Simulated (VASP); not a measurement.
Input of a VASP 6.6.1 run:

The input INCAR:

```
PREC = Accurate
ENCUT = 520
EDIFF = 1E-7
ISMEAR = 0
SIGMA = 0.05
LREAL = False
LASPH = True
NELM = 60
ALGO = Normal
ISIF = 2
LWAVE = False
LCHARG = True
GGA = PE
LELF = True
LVHAR = True
NBANDS = 11
```

The input KPOINTS:

```
Automatic mesh
0
Gamma
  12 12 12
```

Contents of POSCAR:

```
BP
1.0
    0.0000000000      2.2690000000      2.2690000000
    2.2690000000      0.0000000000      2.2690000000
    2.2690000000      2.2690000000      0.0000000000
B P
1 1
Direct
    0.0000000000      0.0000000000      0.0000000000
    0.7500000000      0.7500000000      0.7500000000
```

Potentials or basis: VASP PAW PBE potentials, release 64 (B, P).

Launch:

```sh
$ cat potpaw_PBE.64/B/POTCAR potpaw_PBE.64/P/POTCAR > POTCAR
$ mpirun -np 1 vasp_std > vasp.out
```

Task: Estimate the pressure.

Result: 0.9 GPa.

Task: Predict the band gap on the k mesh.

Result: 1.24 eV, indirect (least direct gap 3.40 eV).

A k mesh can miss the band edges. As with any semilocal functional, this PBE gap is likely too small.
